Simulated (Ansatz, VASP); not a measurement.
**Two plane-wave programs on Hg**

POSCAR

```
Hg
1.0
    5.4992658574      0.0000000000      0.0000000000
   -2.7496329287      4.7625039347      0.0000000000
    0.0000000000      0.0000000000      3.2161936416
Hg
3
Direct
    1.0000000000      1.0000000000      0.0000000000
    0.3333333333      0.6666666667      0.5000000000
    0.6666666667      0.3333333333      0.5000000000
```

INCAR.step1

```
PREC = Accurate
ENCUT = 520
ISMEAR = -1
SIGMA = 0.1
LREAL = F
LASPH = T
NELM = 80
NBANDS = 25
GGA = PE
ALGO = Normal
EDIFF = 1E-4
LWAVE = T
LCHARG = F
```

The input INCAR.step2:

```
PREC = Accurate
ENCUT = 520
EDIFF = 1E-6
ISMEAR = -1
SIGMA = 0.1
LREAL = F
LASPH = T
NELM = 80
ALGO = Normal
ISIF = 2
LWAVE = F
LCHARG = T
METAGGA = R2SCAN
LMIXTAU = T
LELF = T
LVHAR = T
NBANDS = 25
ISTART = 1
```

File KPOINTS:

```
Automatic mesh
0
Gamma
  8 8 11
```

Input for Ansatz:

```yaml
crystal:
  lattice:
    - [5.4992658574, 0.0, 0.0]
    - [-2.7496329287, 4.7625039347, 0.0]
    - [0.0, 0.0, 3.2161936416]
  atoms:
    - { symbol: Hg, position: [1.0, 1.0, 0.0] }
    - { symbol: Hg, position: [0.3333333333, 0.6666666667, 0.5] }
    - { symbol: Hg, position: [0.6666666667, 0.3333333333, 0.5] }
hamiltonian:
  xc: r2scan
  pseudopotentials:
    kind: paw
    azcp:
      Hg: "pseudopotentials/Hg.paw.azcp"
basis:
  ecutwfc: 500
  fft_grid_basis: typed
kpoints:
  mp_grid: { grid: [8, 8, 11], shift: [0, 0, 0] }
magnetization:
  spin_polarized: false
scf:
  occupations: { method: fermi_dirac, width: 0.1 }
  lower_state_search: "off"
output:
  stress: true
  write_density: true
  write_potential: true
  elf: true
  volumetric_format: npy
```

Alike in both runs: task single point; functional r2SCAN; k mesh 8 × 8 × 11; occupations fermi-dirac, width 0.1 eV; no spin polarisation.

```csv
,VASP,Ansatz
version,VASP 6.6.1,Ansatz 0.2.0
potentials or method,"VASP PAW PBE potentials, release 64 (Hg), cutoff 520 eV","plane waves (500 eV) with PAW, scalar-relativistic"
valence electrons in the cell,36,60
```

```tsv
	VASP	Ansatz	Ansatz less VASP
pressure (GPa)	-0.5	-0.7	-0.17
traceless stress, the component that is largest in VASP (GPa)	0.09	0.06	-0.029
```

VASP's potentials were made for PBE, not for r2SCAN. The functional is the same, so the differences come from potentials, cutoffs and numerics. VASP's potentials hold 36 valence electrons a cell and Ansatz's 60, so a difference there can come from the potentials and not from the codes.

Spin-orbit coupling is off throughout.
